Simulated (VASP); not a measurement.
Runs of VASP 6.6.1 on Fe. The structure is that of space group Im-3m (No. 229), or close to it. The cells are those of the table. 

```tsv
spin	cell	k mesh	cutoff (eV)	smearing	gap on the mesh (eV)	pressure (GPa)	moment (μB)
collinear, ferromagnetic start	a = 2.453 Å, angles 109.5°, 1 atom	15 × 15 × 15	520	methfessel-paxton 0.2 eV	none	0.0	(b)
off	a = 2.392 Å, angles 109.5°, 1 atom	17 × 17 × 17	600	fermi-dirac 0.1 eV	none	-0.5	-
off	a = 2.392 Å, angles 109.5°, 1 atom	16 × 16 × 16	600	gaussian 0.01 eV	none	-1.7	-
collinear, ferromagnetic start	a = 2.453 Å, angles 109.5°, 1 atom	22 × 22 × 22	520	fermi-dirac 0.05 eV	none	-0.3	2.18
collinear, ferromagnetic start	a = 2.453 Å, angles 109.5°, 1 atom	15 × 15 × 15	520	methfessel-paxton 0.6 eV	none	-1.1	2.18
collinear, ferromagnetic start	a = 2.453 Å, angles 109.5°, 1 atom	15 × 15 × 15	520	methfessel-paxton 1 eV	none	(a)	2.21
off	a = 2.392 Å, angles 109.5°, 1 atom	26 × 26 × 26	520	fermi-dirac 0.1 eV	none	-0.4	-
collinear, ferromagnetic start	a = 2.453 Å, angles 109.5°, 1 atom	15 × 15 × 15	520	methfessel-paxton 0.01 eV	none	-0.4	2.18
off	a = 2.392 Å, angles 109.5°, 1 atom	23 × 23 × 23	600	fermi-dirac 0.1 eV	none	-0.5	-
off	a = 2.392 Å, angles 109.5°, 1 atom	16 × 16 × 16	600	gaussian 0.1 eV	none	-1.5	-
off	a = 2.392 Å, angles 109.5°, 1 atom	16 × 16 × 16	600	gaussian 1 eV	none	8.2	-
```

Alike in all rows: task single point; level PBE; potentials or basis VASP PAW PBE potentials, release 64 (Fe).

Question: Fill in the values left out.

Answer: (a) -1.2; (b) 2.20.

Caveats: so wide a smearing shifts energies and pressures (at least some runs); the cell stands under pressure (at least some runs).

A gap of «none» marks levels without a gap at the run's occupations.
